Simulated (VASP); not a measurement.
# LiCl (Fm-3m) in VASP: further runs

The runs below take LiCl through single point, with PBE+D3(BJ), PBE+D4, PBEsol+D4, PBE.

Program: VASP 6.6.1. These are calculated values, not measurements. Logs are shortened: lines on timing, memory, paths and dates and some standing lists are left out, and cuts for length are marked.

### 1 The cell of the first run

Symmetry: Fm-3m, No. 225, cubic system. Conventional cell: a = 5.037 Å, b = 5.037 Å, c = 5.037 Å, α = 90.00°, β = 90.00°, γ = 90.00°. Cl (site symmetry m-3m) has 6 Li at 2.52 Å within 3.3 Å. Within 3.3 Å of Li (site symmetry m-3m) lie 6 Cl at 2.52 Å.

### 2 Single point, PBE+D3(BJ)

File INCAR:

```
ALGO = Normal
EDIFF = 1E-7
ENCUT = 520
GGA = PE
ISIF = 2
ISMEAR = -1
IVDW = 12
LASPH = T
LCHARG = T
LELF = T
LREAL = F
LVHAR = T
LWAVE = F
NBANDS = 12
NELM = 80
PREC = Accurate
SIGMA = 0.05
```

File KPOINTS:

```
k-points
0
Gamma
  9 9 9
```

File POSCAR:

```
LiCl
1.0
    0.0000000000      2.5183343945      2.5183343945
    2.5183343945      0.0000000000      2.5183343945
    2.5183343945      2.5183343945      0.0000000000
Cl Li
1 1
Direct
    0.5000000000      0.5000000000      0.5000000000
    0.0000000000      0.0000000000      0.0000000000
```

Potentials or basis: VASP PAW PBE potentials, release 64 (Cl, Li_sv).

Run with:

```console
> cat potpaw_PBE.64/Cl/POTCAR potpaw_PBE.64/Li_sv/POTCAR > POTCAR
> mpirun -np 1 vasp_std > vasp.out
```

OUTCAR:

```text
EDIFF = 1E-7
   ENCUT = 520
   GGA = PE
   ISIF = 2
   ISMEAR = -1
   IVDW = 12
   LASPH = T
   LREAL = F
   NELM = 80
   PREC = Accurate
 IVDW          = 12

 ion  position               nearest neighbor table
   1  0.500  0.500  0.500-   2 2.52   2 2.52   2 2.52   2 2.52   2 2.52   2 2.52
   2  0.000  0.000  0.000-   1 2.52   1 2.52   1 2.52   1 2.52   1 2.52   1 2.52

  LATTYP: Found a face centered cubic cell.
 ALAT       =     5.0366687890

  Lattice vectors:

 A1 = (   0.0000000000,   2.5183343945,   2.5183343945)
 A2 = (   2.5183343945,   0.0000000000,   2.5183343945)
 A3 = (   2.5183343945,   2.5183343945,   0.0000000000)

Analysis of symmetry for initial positions (statically):
=====================================================================
 Subroutine PRICEL returns:
 Original cell was already a primitive cell.

 Routine SETGRP: Setting up the symmetry group for a
 face centered cubic supercell.

 Subroutine GETGRP returns: Found 48 space group operations
 (whereof 48 operations were pure point group operations)
 out of a pool of 48 trial point group operations.

The static configuration has the point symmetry O_h .

Analysis of symmetry for dynamics (positions and initial velocities):
=====================================================================
 Subroutine PRICEL returns:
 Original cell was already a primitive cell.

 Routine SETGRP: Setting up the symmetry group for a
 face centered cubic supercell.

 Subroutine GETGRP returns: Found 48 space group operations
 (whereof 48 operations were pure point group operations)
 out of a pool of 48 trial point group operations.

The dynamic configuration has the point symmetry O_h .

 Subroutine INISYM returns: Found 48 space group operations
 (whereof 48 operations are pure point group operations),
 and found     1 'primitive' translations

----------------------------------------------------------------------------------------

                                     Primitive cell

  volume of cell :      31.9426

  direct lattice vectors                    reciprocal lattice vectors
     0.000000000  2.518334395  2.518334395    -0.198543927  0.198543927  0.198543927
     2.518334395  0.000000000  2.518334395     0.198543927 -0.198543927  0.198543927
     2.518334395  2.518334395  0.000000000     0.198543927  0.198543927 -0.198543927

  length of vectors
     3.561462655  3.561462655  3.561462655     0.343888169  0.343888169  0.343888169

  position of ions in fractional coordinates (direct lattice)
     0.500000000  0.500000000  0.500000000
     0.000000000  0.000000000  0.000000000

  ion indices of the primitive-cell ions
   primitive index   ion index
                 1           1
                 2           2

----------------------------------------------------------------------------------------

 KPOINTS: k-points

Automatic generation of k-mesh.
 Grid dimensions read from file:
 generate k-points for:    9    9    9

 Generating k-lattice:

  Cartesian coordinates                     Fractional coordinates (reciprocal lattice)
    -0.022060436  0.022060436  0.022060436     0.111111111  0.000000000  0.000000000
     0.022060436 -0.022060436  0.022060436     0.000000000  0.111111111  0.000000000
     0.022060436  0.022060436 -0.022060436     0.000000000  0.000000000  0.111111111

  Length of vectors
     0.038209797  0.038209797  0.038209797

  Shift w.r.t. Gamma in fractional coordinates (k-lattice)
     0.000000000  0.000000000  0.000000000

 Subroutine IBZKPT returns following result:
 ===========================================

 Found     35 irreducible k-points:

 Following reciprocal coordinates:
            Coordinates               Weight
  0.000000  0.000000  0.000000      1.000000
  0.111111  0.000000  0.000000      8.000000
  0.222222  0.000000  0.000000      8.000000
  0.333333  0.000000  0.000000      8.000000
  0.444444  0.000000  0.000000      8.000000
  0.111111  0.111111  0.000000      6.000000
[... 16 lines left out ...]
 -0.333333  0.333333  0.000000     12.000000
  0.444444  0.444444  0.000000      6.000000
 [... further k-points ...]
   k-points           NKPTS =     35   k-points in BZ     NKDIM =     35   number of bands    NBANDS=     12
   number of dos      NEDOS =    301   number of ions     NIONS =      2
   total plane-waves  NPLWV =  21952
   dimension x,y,z NGX =    28 NGY =   28 NGZ =   28
   dimension x,y,z NGXF=    56 NGYF=   56 NGZF=   56
   ions per type =               1   1
   NGX,Y,Z   is equivalent  to a cutoff of  13.07, 13.07, 13.07 a.u.
   NGXF,Y,Z  is equivalent  to a cutoff of  26.14, 26.14, 26.14 a.u.
 SYSTEM =  unknown system
   PREC   = accura    normal or accurate (medium, high low for compatibility)
   ISTART =      0    job   : 0-new  1-cont  2-samecut
   ICHARG =      2    charge: 1-file 2-atom 10-const
   ISPIN  =      1    spin polarized calculation?
   LNONCOLLINEAR =      F non collinear calculations
   LSORBIT =      F    spin-orbit coupling
   LASPH  =      T    aspherical Exc in radial PAW
   ENCUT  =  520.0 eV  38.22 Ry    6.18 a.u.   6.62  6.62  6.62*2*pi/ulx,y,z
   NELM   =     80;   NELMIN=  2; NELMDL= -5     # of ELM steps
   EDIFF  = 0.1E-06   stopping-criterion for ELM
   LREAL  =      F    real-space projection
   EDIFFG = 0.1E-05   stopping-criterion for IOM
   NSW    =      0    number of steps for IOM
   IBRION =     -1    ionic relax: 0-MD 1-quasi-New 2-CG
   NFREE  =      0    steps in history (QN), initial steepest desc. (CG)
   ISIF   =      2    stress and relaxation
   ISYM   =      2    0-nonsym 1-usesym 2-fastsym
   POTIM  = 0.5000    time-step for ionic-motion
   TEBEG  =    0.0;   TEEND  =   0.0 temperature during run
   PSTRESS=    0.0 pullay stress
   NELECT =      10.0000    total number of electrons
   NUPDOWN=      -1.0000    fix difference up-down
   EMIN   =  10.00;   EMAX   =-10.00  energy-range for DOS
   EFERMI =   0.00;   METHOD = LEGACY
   ISMEAR =    -1;   SIGMA  =   0.05  broadening in eV -4-tet -1-fermi 0-gaus
   EFERMI_NEDOS =   21; number of points for ismear=-14 and -15
   IALGO  =     38    algorithm
   IMIX   =      4    mixing-type and parameters
     AMIX     =   0.40;   BMIX     =  1.00
     AMIX_MAG =   1.60;   BMIX_MAG =  1.00
  volume/ion in A,a.u.               =      15.97       107.78
  Fermi-wavevector in a.u.,A,eV,Ry     =   1.111607  2.100633 16.812325  1.235671
  Thomas-Fermi vector in A             =   2.248172
   LORBIT       =      0    0 simple, 1 ext, 2 COOP (PROOUT), +10 PAW based schemes
   GGA     = PE    functional components
   LHFCALC =     F    Hartree Fock is set to
   AEXX    =    0.0000 exact exchange contribution
   IVDW    =    12    specifies the selected vdW correction
   LEPSILON=     F    determine dielectric tensor
   LRPA    =     F    only Hartree local field effects (RPA)
 non-spin polarized calculation
  energy-cutoff  :      520.00
  volume of cell :       31.94
 maximum number of plane-waves:       889
   NGX = 13   NGY = 13   NGZ = 13

 number of electron      10.0000000 magnetization

 number of electron       9.9999994 magnetization

 Free energy of the ion-electron system (eV)
  ---------------------------------------------------
  ext. energy  EPLUGINS =         0.00000000
  ---------------------------------------------------
  free energy    TOTEN  =        -7.37047401 eV

  energy without entropy =       -7.37047401  energy(sigma->0) =       -7.37047401

 E-fermi :   2.2360     XC(G=0):  -8.9697

 val. band max:        1.0052986016   @ k =   0.0000   0.0000   0.0000
 cond. band min:       7.6742539025   @ k =   0.0000   0.0000   0.0000
 fundamental gap:      6.6689553008
 Fermi energy:         2.2360089967

 k-point     1 :       0.0000    0.0000    0.0000
  band No.  band energies     occupation
      1     -42.4285      2.00000
      2     -12.5926      2.00000
      3       1.0053      2.00000
      4       1.0053      2.00000
      5       1.0053      2.00000
      6       7.6743      0.00000
      7      12.9852      0.00000
      8      12.9852      0.00000
      9      12.9852      0.00000
     10      15.7803      0.00000
     11      15.7804      0.00000
     12      15.8657      0.00000

 k-point     2 :       0.1111    0.0000    0.0000
  band No.  band energies     occupation
      1     -42.4281      2.00000
      2     -12.5252      2.00000
      3       0.5473      2.00000
      4       0.9689      2.00000
      5       0.9689      2.00000
      6       8.0567      0.00000
      7      12.3293      0.00000
      8      12.9813      0.00000
      9      12.9814      0.00000
     10      14.2976      0.00000
     11      14.2976      0.00000
     12      16.2649      0.00000

 k-point     3 :       0.2222    0.0000    0.0000
  band No.  band energies     occupation
      1     -42.4270      2.00000
      2     -12.3461      2.00000
      3      -0.4380      2.00000
      4       0.8814      2.00000
      5       0.8814      2.00000
      6       8.4589      0.00000
      7      12.0383      0.00000
      8      12.0383      0.00000
      9      12.0719      0.00000
     10      14.7754      0.00000
     11      14.7754      0.00000
     12      16.7867      0.00000
[... 286 lines left out ...]
 k-point    23 :      -0.3333    0.3333    0.0000
  band No.  band energies     occupation
      1     -42.4240      2.00000
      2     -11.7447      2.00000
      3      -1.3811      2.00000
      4      -1.1989      2.00000
      5       0.2938      2.00000
      6       9.1961      0.00000
      7      11.8861      0.00000
      8      12.1605      0.00000
      9      12.2179      0.00000
     10      15.8640      0.00000
     11      17.2862      0.00000
     12      19.8613      0.00000

 k-point    24 :       0.4444    0.4444    0.0000
  band No.  band energies     occupation
      1     -42.4239      2.00000
      2     -11.6967      2.00000
      3      -2.0528      2.00000
      4      -0.1695      2.00000
      5      -0.1695      2.00000
      6       9.0713      0.00000
      7       9.2762      0.00000
      8      13.6319      0.00000
      9      15.3768      0.00000
     10      15.3768      0.00000
     11      18.1523      0.00000
     12      20.0571      0.00000

 [... further k-points ...]

------------------------ aborting loop because EDIFF is reached ----------------------------------------

 Edisp (eV)   -0.47669

 E8    (eV) :    -0.1797

  FORCE on cell =-STRESS in cart. coord.  units (eV):
  Direction    XX          YY          ZZ          XY          YZ          ZX
  --------------------------------------------------------------------------------------
  -------------------------------------------------------------------------------------
  Total      -0.02553    -0.02553    -0.02553     0.00000     0.00000     0.00000
  in kB      -1.28055    -1.28055    -1.28055     0.00000     0.00000     0.00000
  external pressure =       -1.28 kB  Pullay stress =        0.00 kB

 VOLUME and BASIS-vectors are now :
 -----------------------------------------------------------------------------
  energy-cutoff  :      520.00
  volume of cell :       31.94
      direct lattice vectors                 reciprocal lattice vectors
     0.000000000  2.518334395  2.518334395    -0.198543927  0.198543927  0.198543927
     2.518334395  0.000000000  2.518334395     0.198543927 -0.198543927  0.198543927
     2.518334395  2.518334395  0.000000000     0.198543927  0.198543927 -0.198543927

 POSITION                                       TOTAL-FORCE (eV/Angst)
 -----------------------------------------------------------------------------------
      2.51833      2.51833      2.51833        -0.000000     -0.000000     -0.000000
      0.00000      0.00000      0.00000         0.000000      0.000000      0.000000
 -----------------------------------------------------------------------------------
    total drift:                                0.000000      0.000000      0.000000

  FREE ENERGIE OF THE ION-ELECTRON SYSTEM (eV)
  ---------------------------------------------------
  free  energy   TOTEN  =        -7.8471675000 eV

  energy  without entropy=       -7.8471675000  energy(sigma->0) =       -7.84716750
```

Wall time 25 s (1 thread of Intel Xeon 6975P-C, shared host); peak memory 0.16 GiB.

What came out:

| Item | Value |
| --- | --- |
| Free energy | -7.8472 eV |
| Band gap on the k mesh | 6.67 eV, direct |
| Dispersion energy per atom | -0.238 eV |

Levels at points of the mesh, in eV from the valence-band top:
| k point | band 2 | band 3 | band 4 | band 5 | band 6 | band 7 | band 8 | band 9 |
| --- | --- | --- | --- | --- | --- | --- | --- | --- |
| (0.00, 0.00, 0.00) | -13.60 | 0.00 | 0.00 | 0.00 | 6.67 | 11.98 | 11.98 | 11.98 |

Caveat: the cutoff is under 1.25 times the usual one of these potentials, so pressure, stress and relaxed cells hold a basis-set (Pulay) error. As with any semilocal functional, this PBE gap is likely too small.

### 3 Single point, PBE+D4

This run uses another cell than the first one, of 16.46 Å³/atom, 1.031 times its volume.

File INCAR:

```
SYSTEM = LiCl
  PREC = Accurate
  ENCUT = 520
  EDIFF = 1E-6
  ISMEAR = -1
  SIGMA = 0.05
  LREAL = .False.
  LASPH = .True.
  NELM = 100
  ALGO = Normal
  ISIF = 2
  LWAVE = .False.
  LCHARG = .False.
  GGA = PE
  IVDW = 13
  NBANDS = 12
```

File KPOINTS:

```
Automatic mesh
0
Gamma
  9 9 9
  0 0 0
```

File POSCAR:

```
LiCl
1.0
    0.0000000000      2.5439577098      2.5439577098
    2.5439577098      0.0000000000      2.5439577098
    2.5439577098      2.5439577098      0.0000000000
Cl Li
1 1
Direct
    0.5000000000      0.5000000000      0.5000000000
    0.0000000000      0.0000000000      0.0000000000
```

Potentials or basis: VASP PAW PBE potentials, release 64 (Cl, Li_sv).

Run with:

```console
> cat potpaw_PBE.64/Cl/POTCAR potpaw_PBE.64/Li_sv/POTCAR > POTCAR
> mpirun -np 1 vasp_std > vasp.out
```

Run time: 22 s. Hardware: 1 thread of Intel Xeon 6975P-C, shared host; peak memory 0.15 GiB.

The run converged. Its results:

```
Free energy                : -7.6315 eV
Band gap on the k mesh     : 6.48 eV, direct
Dispersion energy per atom : -0.125 eV
```

Levels at points of the mesh, in eV from the valence-band top:
| k point | band 3 | band 4 | band 5 | band 6 | band 7 | band 8 |
| --- | --- | --- | --- | --- | --- | --- |
| (0.00, 0.00, 0.00) | 0.00 | 0.00 | 0.00 | 6.48 | 11.96 | 11.96 |

Caveat: the cutoff is under 1.25 times the usual one of these potentials, so pressure, stress and relaxed cells hold a basis-set (Pulay) error. A hybrid or GW would open this gap; PBE tends to underestimate it.

### 4 Single point, PBEsol+D4

This run uses another cell than the first one, of 15.93 Å³/atom, 0.998 times its volume.

File INCAR:

```
PREC = Accurate ; ENCUT = 520
EDIFF = 1E-7 ; ISMEAR = -1
SIGMA = 0.05 ; LREAL = F
LASPH = T ; NELM = 80
ALGO = Normal ; ISIF = 2
LWAVE = F ; LCHARG = F
GGA = PS ; IVDW = 13
NBANDS = 12
```

File KPOINTS:

```
regular mesh
0
Gamma
  9 9 9
```

File POSCAR:

```
LiCl
1.0
    0.0000000000      2.5163016730      2.5163016730
    2.5163016730      0.0000000000      2.5163016730
    2.5163016730      2.5163016730      0.0000000000
Cl Li
1 1
Direct
    0.5000000000      0.5000000000      0.5000000000
    0.0000000000      0.0000000000      0.0000000000
```

Run with:

```console
> cat potpaw_PBE.64/Cl/POTCAR potpaw_PBE.64/Li_sv/POTCAR > POTCAR
> mpirun -np 1 vasp_std > vasp.out
```

Run time: 25 s. Hardware: 1 thread of Intel Xeon 6975P-C, shared host; peak memory 0.15 GiB.

Results (log left out):

* Free energy: -7.7833 eV
* Band gap on the k mesh: 6.47 eV, direct
* Dispersion energy per atom: -0.073 eV

Levels at points of the mesh, in eV from the valence-band top:
```
           k point  band 2  band 3  band 4  band 5  band 6  band 7  band 8  band 9
(0.00, 0.00, 0.00)  -13.61    0.00    0.00    0.00    6.47   11.86   11.86   11.86
```

Caveat: the cutoff is under 1.25 times the usual one of these potentials, so pressure, stress and relaxed cells hold a basis-set (Pulay) error; the PAW data sets were made with another functional, which shifts forces and pressure a little. A k mesh can miss the band edges.

### 5 Single point, PBE

This run uses another cell than the first one, of 16.87 Å³/atom, 1.056 times its volume.

File INCAR:

```
SYSTEM = LiCl
PREC = Accurate
ENCUT = 520
EDIFF = 1E-6
ISMEAR = 0
SIGMA = 0.012
LREAL = .FALSE.
LASPH = .TRUE.
NELM = 100
ALGO = Normal
ISIF = 2
LWAVE = .FALSE.
LCHARG = .TRUE.
GGA = PE
LELF = .TRUE.
LVHAR = .TRUE.
NBANDS = 12
```

File KPOINTS:

```
Automatic mesh
0
G
  9 9 9
  0 0 0
```

File POSCAR:

```
LiCl
1.0
    0.0000000000      2.5647700000      2.5647700000
    2.5647700000      0.0000000000      2.5647700000
    2.5647700000      2.5647700000      0.0000000000
Cl Li
1 1
Direct
    0.5000000000      0.5000000000      0.5000000000
    0.0000000000      0.0000000000      0.0000000000
```

Run with:

```console
> cat potpaw_PBE.64/Cl/POTCAR potpaw_PBE.64/Li_sv/POTCAR > POTCAR
> mpirun -np 1 vasp_std > vasp.out
```

Run time: 23 s. Hardware: 1 thread of Intel Xeon 6975P-C, shared host; peak memory 0.15 GiB.

The run converged. Its results:

```
Free energy            : -7.3858 eV
Band gap on the k mesh : 6.34 eV, direct
```

Levels at points of the mesh, in eV from the valence-band top:
| k point | band 2 | band 3 | band 4 | band 5 | band 6 | band 7 | band 8 | band 9 |
| --- | --- | --- | --- | --- | --- | --- | --- | --- |
| (0.00, 0.00, 0.00) | -13.40 | 0.00 | 0.00 | 0.00 | 6.34 | 11.94 | 11.94 | 11.94 |

Caveat: the cutoff is under 1.25 times the usual one of these potentials, so pressure, stress and relaxed cells hold a basis-set (Pulay) error. PBE gaps usually lie below the measured ones, often by a third to a half.

### 6 Overview

| level | cell | smearing | gap on the mesh (eV) |
| --- | --- | --- | --- |
| PBE+D3(BJ) | a = 3.561 Å, angles 60.0°, 2 atoms | fermi-dirac 0.05 eV | 6.67 |
| PBE+D4 | a = 3.598 Å, angles 60.0°, 2 atoms | fermi-dirac 0.05 eV | 6.48 |
| PBEsol+D4 | a = 3.559 Å, angles 60.0°, 2 atoms | fermi-dirac 0.05 eV | 6.47 |
| PBE | a = 3.627 Å, angles 60.0°, 2 atoms | gaussian 0.012 eV | 6.34 |

Alike in all rows: task single point; potentials or basis VASP PAW PBE potentials, release 64 (Cl, Li_sv); no spin polarisation; k mesh 9 × 9 × 9; cutoff (eV) 520.

Caveats: the cutoff is under 1.25 times the usual one of these potentials, so pressure, stress and relaxed cells hold a basis-set (Pulay) error; the PAW data sets were made with another functional, which shifts forces and pressure a little (some runs).

Total energies depend on the potentials used, so only differences within one code and one set of settings carry meaning.
